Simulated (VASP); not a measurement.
# TiTe2 (P-3m1) in VASP: further runs

Runs on TiTe2. Level: PBE+D3(BJ). Tasks: single point.

All numbers are computed with VASP 6.6.1; they aren't measurements. Logs are shortened: lines on timing, memory, paths and dates and some standing lists are left out, and cuts for length are marked.

## (1) The cell of the first run

It takes space group P-3m1 (No. 164, trigonal). The conventional cell has a = 3.777 Å, b = 3.777 Å, c = 6.498 Å, α = 90.00°, β = 90.00°, γ = 120.00°. Ti (site symmetry -3m) has 6 Te at 2.77 Å and 6 Ti at 3.78 Å within 3.8 Å. Within 3.8 Å of Te (site symmetry 3m) lie 3 Ti at 2.77 Å and 9 Te at 3.77 to 3.78 Å.

## (2) Single point, PBE+D3(BJ)

INCAR

```
PREC = Accurate ; ENCUT = 520
EDIFF = 1E-6 ; ISMEAR = 0
SIGMA = 0.1 ; LREAL = F
LASPH = T ; NELM = 60
ALGO = Normal ; ISIF = 2
LWAVE = F ; LCHARG = T
GGA = PE ; IVDW = 12
LELF = T ; LVHAR = T
NBANDS = 19
```

KPOINTS

```
regular mesh
0
Gamma
  12 12 8
```

POSCAR

```
TiTe2
1.0
    3.7770000000      0.0000000000      0.0000000000
   -1.8885000000      3.2709779501      0.0000000000
    0.0000000000      0.0000000000      6.4980000000
Ti Te
1 2
Direct
    0.0000000000      0.0000000000      0.0000000000
    0.6666666667      0.3333333333      0.2634040496
    0.3333333333      0.6666666667      0.7365959504
```

Potentials or basis: VASP PAW PBE potentials, release 64 (Ti_sv, Te).

On the command line:

```
$ cat potpaw_PBE.64/Ti_sv/POTCAR potpaw_PBE.64/Te/POTCAR > POTCAR
$ mpirun -np 1 vasp_std > vasp.out
```

OUTCAR:

```text
PREC = Accurate
   ENCUT = 520
   EDIFF = 1E-6
   ISMEAR = 0
   LREAL = F
   LASPH = T
   NELM = 60
   ISIF = 2
   GGA = PE
   IVDW = 12
 IVDW          = 12

 ion  position               nearest neighbor table
   1  0.000  0.000  0.000-   2 2.77   3 2.77   2 2.77   3 2.77   2 2.77   3 2.77
   2  0.667  0.333  0.263-   1 2.77   1 2.77   1 2.77
   3  0.333  0.667  0.737-   1 2.77   1 2.77   1 2.77

  LATTYP: Found a hexagonal cell.
 ALAT       =     3.7770000000
 C/A-ratio  =     1.7204130262

  Lattice vectors:

 A1 = (   3.7770000000,   0.0000000000,   0.0000000000)
 A2 = (  -1.8885000000,   3.2709779501,   0.0000000000)
 A3 = (   0.0000000000,   0.0000000000,   6.4980000000)

Analysis of symmetry for initial positions (statically):
=====================================================================
 Subroutine PRICEL returns:
 Original cell was already a primitive cell.

 Routine SETGRP: Setting up the symmetry group for a
 hexagonal supercell.

 Subroutine GETGRP returns: Found 12 space group operations
 (whereof 12 operations were pure point group operations)
 out of a pool of 24 trial point group operations.

The static configuration has the point symmetry D_3d.

Analysis of symmetry for dynamics (positions and initial velocities):
=====================================================================
 Subroutine PRICEL returns:
 Original cell was already a primitive cell.

 Routine SETGRP: Setting up the symmetry group for a
 hexagonal supercell.

 Subroutine GETGRP returns: Found 12 space group operations
 (whereof 12 operations were pure point group operations)
 out of a pool of 24 trial point group operations.

The dynamic configuration has the point symmetry D_3d.

 Subroutine INISYM returns: Found 12 space group operations
 (whereof 12 operations are pure point group operations),
 and found     1 'primitive' translations

----------------------------------------------------------------------------------------

                                     Primitive cell

  volume of cell :      80.2794

  direct lattice vectors                    reciprocal lattice vectors
     3.777000000  0.000000000  0.000000000     0.264760392  0.152859484  0.000000000
    -1.888500000  3.270977950  0.000000000     0.000000000  0.305718967  0.000000000
     0.000000000  0.000000000  6.498000000     0.000000000  0.000000000  0.153893506

  length of vectors
     3.777000000  3.777000000  6.498000000     0.305718967  0.305718967  0.153893506

  position of ions in fractional coordinates (direct lattice)
     0.000000000  0.000000000  0.000000000
     0.666666667  0.333333333  0.263404050
     0.333333333  0.666666667  0.736595950

  ion indices of the primitive-cell ions
   primitive index   ion index
                 1           1
                 2           2
                 3           3

----------------------------------------------------------------------------------------

 KPOINTS: regular mesh

Automatic generation of k-mesh.
 Grid dimensions read from file:
 generate k-points for:   12   12    8

 Generating k-lattice:

  Cartesian coordinates                     Fractional coordinates (reciprocal lattice)
     0.022063366  0.012738290  0.000000000     0.083333333 -0.000000000  0.000000000
     0.000000000  0.025476581  0.000000000     0.000000000  0.083333333  0.000000000
     0.000000000  0.000000000  0.019236688     0.000000000  0.000000000  0.125000000

  Length of vectors
     0.025476581  0.025476581  0.019236688

  Shift w.r.t. Gamma in fractional coordinates (k-lattice)
     0.000000000  0.000000000  0.000000000

 Subroutine IBZKPT returns following result:
 ===========================================

 Found    131 irreducible k-points:

 Following reciprocal coordinates:
            Coordinates               Weight
  0.000000  0.000000  0.000000      1.000000
  0.083333  0.000000  0.000000      6.000000
  0.166667  0.000000  0.000000      6.000000
  0.250000 -0.000000  0.000000      6.000000
  0.333333  0.000000  0.000000      6.000000
  0.416667  0.000000  0.000000      6.000000
[... 16 lines left out ...]
  0.166667  0.000000  0.125000      6.000000
  0.000000  0.166667  0.125000      6.000000
 [... further k-points ...]
   k-points           NKPTS =    131   k-points in BZ     NKDIM =    131   number of bands    NBANDS=     19
   number of dos      NEDOS =    301   number of ions     NIONS =      3
   total plane-waves  NPLWV =  37632
   dimension x,y,z NGX =    28 NGY =   28 NGZ =   48
   dimension x,y,z NGXF=    56 NGYF=   56 NGZF=   96
   ions per type =               1   2
   NGX,Y,Z   is equivalent  to a cutoff of  12.32, 12.32, 12.28 a.u.
   NGXF,Y,Z  is equivalent  to a cutoff of  24.65, 24.65, 24.56 a.u.
 SYSTEM =  unknown system
   PREC   = accura    normal or accurate (medium, high low for compatibility)
   ISTART =      0    job   : 0-new  1-cont  2-samecut
   ICHARG =      2    charge: 1-file 2-atom 10-const
   ISPIN  =      1    spin polarized calculation?
   LNONCOLLINEAR =      F non collinear calculations
   LSORBIT =      F    spin-orbit coupling
   LASPH  =      T    aspherical Exc in radial PAW
   ENCUT  =  520.0 eV  38.22 Ry    6.18 a.u.   7.02  7.02 12.08*2*pi/ulx,y,z
   NELM   =     60;   NELMIN=  2; NELMDL= -5     # of ELM steps
   EDIFF  = 0.1E-05   stopping-criterion for ELM
   LREAL  =      F    real-space projection
[... 7 lines left out ...]
   TEBEG  =    0.0;   TEEND  =   0.0 temperature during run
   PSTRESS=    0.0 pullay stress
   NELECT =      24.0000    total number of electrons
   NUPDOWN=      -1.0000    fix difference up-down
   EMIN   =  10.00;   EMAX   =-10.00  energy-range for DOS
   EFERMI =   0.00;   METHOD = LEGACY
   ISMEAR =     0;   SIGMA  =   0.10  broadening in eV -4-tet -1-fermi 0-gaus
   EFERMI_NEDOS =   21; number of points for ismear=-14 and -15
   IALGO  =     38    algorithm
   IMIX   =      4    mixing-type and parameters
     AMIX     =   0.40;   BMIX     =  1.00
     AMIX_MAG =   1.60;   BMIX_MAG =  1.00
  volume/ion in A,a.u.               =      26.76       180.58
  Fermi-wavevector in a.u.,A,eV,Ry     =   1.094655  2.068597 16.303438  1.198269
  Thomas-Fermi vector in A             =   2.230964
   LORBIT       =      0    0 simple, 1 ext, 2 COOP (PROOUT), +10 PAW based schemes
   GGA     = PE    functional components
   LHFCALC =     F    Hartree Fock is set to
   AEXX    =    0.0000 exact exchange contribution
   IVDW    =    12    specifies the selected vdW correction
   LEPSILON=     F    determine dielectric tensor
   LRPA    =     F    only Hartree local field effects (RPA)
 non-spin polarized calculation
 Gauss-broadening in eV      SIGMA  =   0.10
  energy-cutoff  :      520.00
  volume of cell :       80.28
 maximum number of plane-waves:      2181
   NGX = 13   NGY = 13   NGZ = 25

 number of electron      23.9999998 magnetization

 Free energy of the ion-electron system (eV)
  ---------------------------------------------------
  ext. energy  EPLUGINS =         0.00000000
  ---------------------------------------------------
  free energy    TOTEN  =       -16.20731979 eV

  energy without entropy =      -16.20065146  energy(sigma->0) =      -16.20398562

 E-fermi :   6.8452     XC(G=0):  -9.8626

 val. band max:        6.8394431435   @ k =   0.5000  -0.0000   0.0000
 cond. band min:       6.8548923351   @ k =   0.0000   0.0833   0.3750
 fundamental gap:      0.0154491917
 Fermi energy:         6.8451997654

 k-point     1 :       0.0000    0.0000    0.0000
  band No.  band energies     occupation
      1     -50.6652      2.00000
      2     -26.9242      2.00000
      3     -26.9242      2.00000
      4     -26.8780      2.00000
      5      -5.5792      2.00000
      6      -4.0765      2.00000
[... 11 lines left out ...]
     18      11.9262      0.00000
     19      12.7471      0.00000

 k-point     2 :       0.0833    0.0000    0.0000
  band No.  band energies     occupation
      1     -50.6650      2.00000
      2     -26.9270      2.00000
      3     -26.9249      2.00000
      4     -26.8774      2.00000
      5      -5.5024      2.00000
      6      -4.0367      2.00000
[... 11 lines left out ...]
     18      12.4754      0.00000
     19      13.1510      0.00000

 k-point     3 :       0.1667    0.0000    0.0000
  band No.  band energies     occupation
      1     -50.6645      2.00000
      2     -26.9346      2.00000
      3     -26.9266      2.00000
      4     -26.8756      2.00000
      5      -5.2782      2.00000
      6      -3.9256      2.00000
[... 11 lines left out ...]
     18      12.9112      0.00000
     19      13.7403      0.00000

 k-point     4 :       0.2500   -0.0000    0.0000
  band No.  band energies     occupation
      1     -50.6637      2.00000
      2     -26.9450      2.00000
      3     -26.9290      2.00000
      4     -26.8732      2.00000
      5      -4.9287      2.00000
      6      -3.7707      2.00000
[... 11 lines left out ...]
     18      12.5736      0.00000
     19      13.3501      0.00000

 k-point     5 :       0.3333    0.0000    0.0000
  band No.  band energies     occupation
      1     -50.6630      2.00000
      2     -26.9554      2.00000
      3     -26.9314      2.00000
      4     -26.8708      2.00000
      5      -4.4992      2.00000
      6      -3.6253      2.00000
[... 11 lines left out ...]
     18      12.3272      0.00000
     19      12.6955      0.00000
[... 334 lines left out ...]
      2     -26.9270      2.00000
      3     -26.9249      2.00000
      4     -26.8774      2.00000
      5      -5.4621      2.00000
      6      -4.1151      2.00000
[... 11 lines left out ...]
     18      12.4946      0.00000
     19      13.4321      0.00000

 k-point    22 :       0.0000    0.0833    0.1250
  band No.  band energies     occupation
      1     -50.6650      2.00000
      2     -26.9270      2.00000
      3     -26.9249      2.00000
      4     -26.8774      2.00000
      5      -5.4616      2.00000
      6      -4.1161      2.00000
[... 11 lines left out ...]
     18      12.5159      0.00000
     19      13.4006      0.00000

 k-point    23 :       0.1667    0.0000    0.1250
  band No.  band energies     occupation
      1     -50.6644      2.00000
      2     -26.9346      2.00000
      3     -26.9266      2.00000
      4     -26.8756      2.00000
      5      -5.2417      2.00000
      6      -3.9922      2.00000
[... 11 lines left out ...]
     18      12.7602      0.00000
     19      13.5564      0.00000

 k-point    24 :       0.0000    0.1667    0.1250
  band No.  band energies     occupation
      1     -50.6645      2.00000
      2     -26.9346      2.00000
      3     -26.9266      2.00000
      4     -26.8756      2.00000
      5      -5.2375      2.00000
      6      -4.0006      2.00000
[... 11 lines left out ...]
     18      13.0908      0.00000
     19      13.6542      0.00000

 [... further k-points ...]

------------------------ aborting loop because EDIFF is reached ----------------------------------------

 Edisp (eV)   -1.47479

 E8    (eV) :    -0.6840

  FORCE on cell =-STRESS in cart. coord.  units (eV):
  Direction    XX          YY          ZZ          XY          YZ          ZX
  --------------------------------------------------------------------------------------
  -------------------------------------------------------------------------------------
  Total      -1.24020    -1.24020    -0.78678     0.00000     0.00000     0.00000
  in kB     -24.75121   -24.75121   -15.70210     0.00000     0.00000     0.00000
  external pressure =      -21.73 kB  Pullay stress =        0.00 kB

 VOLUME and BASIS-vectors are now :
 -----------------------------------------------------------------------------
  energy-cutoff  :      520.00
  volume of cell :       80.28
      direct lattice vectors                 reciprocal lattice vectors
     3.777000000  0.000000000  0.000000000     0.264760392  0.152859484  0.000000000
    -1.888500000  3.270977950  0.000000000     0.000000000  0.305718967  0.000000000
     0.000000000  0.000000000  6.498000000     0.000000000  0.000000000  0.153893506

 POSITION                                       TOTAL-FORCE (eV/Angst)
 -----------------------------------------------------------------------------------
      0.00000      0.00000      0.00000        -0.000000      0.000000     -0.000000
      1.88850      1.09033      1.71160        -0.000000      0.000000      0.009815
     -0.00000      2.18065      4.78640         0.000000     -0.000000     -0.009815
 -----------------------------------------------------------------------------------
    total drift:                               -0.000000     -0.000000     -0.000000

  FREE ENERGIE OF THE ION-ELECTRON SYSTEM (eV)
  ---------------------------------------------------
  free  energy   TOTEN  =       -17.6821141696 eV

  energy  without entropy=      -17.6754458361  energy(sigma->0) =      -17.67878000
```

It took 81 s on 1 thread of AMD EPYC 9R45 (Zen 5), shared host; peak memory 0.31 GiB.

What came out:

- Free energy: -17.6821 eV
- Pressure: -2.2 GPa
- Largest force: 0.010 eV/Å
- Band gap on the k mesh: zero (bands 12 and 13 overlap by 0.67 eV)
- Dispersion energy per atom: -0.492 eV

Forces on the atoms (eV/Å):
```
Ti   0.000  0.000  0.000
Te   0.000  0.000  0.010
Te   0.000  0.000 -0.010
```

Stress tensor (GPa, compression positive):
```
-2.48  0.00  0.00
 0.00 -2.48  0.00
 0.00  0.00 -1.57
```

Levels at points of the mesh, in eV from the Fermi level:
| k point | band 10 | band 11 | band 12 | band 13 | band 14 | band 15 |
| --- | --- | --- | --- | --- | --- | --- |
| (0.00, 0.00, 0.00) | 0.32 | 0.37 | 0.37 | 0.56 | 1.05 | 1.05 |
| (0.50, 0.00, 0.00) | -2.42 | -1.77 | -1.16 | -0.01 | 1.12 | 1.45 |
| (0.00, 0.00, 0.50) | -1.62 | 0.36 | 0.36 | 0.73 | 0.73 | 1.00 |
| (0.50, 0.00, 0.50) | -2.05 | -1.00 | -0.63 | -0.30 | 1.11 | 1.43 |

Caveat: spin-orbit coupling is left out, which moves the levels of the heavy elements.

(Part 1 of 2 ends here.)
